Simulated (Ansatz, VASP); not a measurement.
## One calculation of Hf, two programs

Contents of INCAR:

```
PREC = Accurate
ENCUT = 520
EDIFF = 1E-6
ISMEAR = -1
SIGMA = 0.03
LREAL = False
LASPH = True
NELM = 80
ALGO = Normal
ISIF = 2
LWAVE = False
LCHARG = False
GGA = CA
NBANDS = 11
```

KPOINTS

```
regular mesh
0
Gamma
  13 13 13
```

POSCAR

```
Hf
1.0
    0.0000000000      2.2200000000      2.2200000000
    2.2200000000      0.0000000000      2.2200000000
    2.2200000000      2.2200000000      0.0000000000
Hf
1
Direct
    0.0000000000      0.0000000000      0.0000000000
```

Input for Ansatz:

```yaml
crystal:
  lattice:
    - [0.0, 2.22, 2.22]
    - [2.22, 0.0, 2.22]
    - [2.22, 2.22, 0.0]
  atoms:
    - { symbol: Hf, position: [0.0, 0.0, 0.0] }
kpoints:
  mp_grid: { grid: [13, 13, 13] }
  band_path:
    path:
      - [0.0, 0.0, 0.0]
      - [0.5, 0.0, 0.5]
      - [0.625, 0.25, 0.625]
      - [0.375, 0.375, 0.75]
      - [0.0, 0.0, 0.0]
      - [0.5, 0.5, 0.5]
      - [0.5, 0.25, 0.75]
      - [0.5, 0.0, 0.5]
    npoints: 14
scf:
  occupations: { method: fermi_dirac, width: 0.03 }
hamiltonian:
  xc: lda
  pseudopotentials: { kind: all_electron, lapw: { basis_error: 0.001 } }
output:
  forces: true
  stress: true
  eigenvalues: true
  fatbands: true
  populations: true
  dos: { projected: true, de: 0.2, e_range: [-14, 8] }
```

Alike in both runs: task single point; functional LDA; k mesh 13 × 13 × 13; occupations fermi-dirac, width 0.03 eV; no spin polarisation.

|  | VASP | Ansatz |
| --- | --- | --- |
| version | VASP 6.6.1 | Ansatz 0.2.0 |
| potentials or method | VASP PAW LDA potentials, release 64 (Hf_pv), cutoff 520 eV | all-electron LAPW, scalar-relativistic |

```csv
,VASP,Ansatz,Ansatz less VASP
pressure (GPa),-5.5,-5.5,+0.01
```

LDA's correlation is that of Perdew and Zunger in VASP and of Perdew and Wang (1992) in Ansatz. Ansatz ran all-electron here, and VASP with PAW potentials.

Neither program's run includes spin-orbit coupling.
